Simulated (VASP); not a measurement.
**GaN: single point with LDA**

GaN:

```xyz
2
Lattice="0.0000 2.2535 2.2535 2.2535 0.0000 2.2535 2.2535 2.2535 0.0000" Properties=species:S:1:pos:R:3 pbc="T T T"
Ga    0.0000    0.0000    0.0000
N     3.3803    3.3803    3.3803
```

```
Program             : VASP 6.6.1
Task                : single point
Functional          : LDA
Potentials or basis : VASP PAW LDA potentials, release 64 (Ga_d, N)
Cutoff              : 520 eV
k mesh              : 8 × 8 × 8
Occupations         : gaussian, width 0.01 eV
Spin                : no spin polarisation
```

The pressure is -5.5 GPa and the band gap on the k mesh is 1.75 eV, direct.

Levels at points of the mesh, in eV from the valence-band top:
```
           k point  band 5  band 6  band 7  band 8  band 9  band 10  band 11  band 12  band 13  band 14
(0.00, 0.00, 0.00)  -13.24  -13.24    0.00    0.00    0.00     1.75    10.11    10.11    10.11    17.31
(0.50, 0.00, 0.00)  -13.19  -11.85   -7.12   -0.98   -0.98     4.54     8.60    10.20    10.20    15.39
(0.50, 0.50, 0.00)  -13.16  -11.37   -6.20   -2.73   -2.73     3.25     6.48    11.50    13.76    13.76
```

It took 9.5 s on 1 thread of Intel(R) Xeon(R) Platinum 8488C (Sapphire Rapids) (shared host), peak memory 0.13 GiB.

LDA gaps usually lie below the measured ones, often by a third to a half.
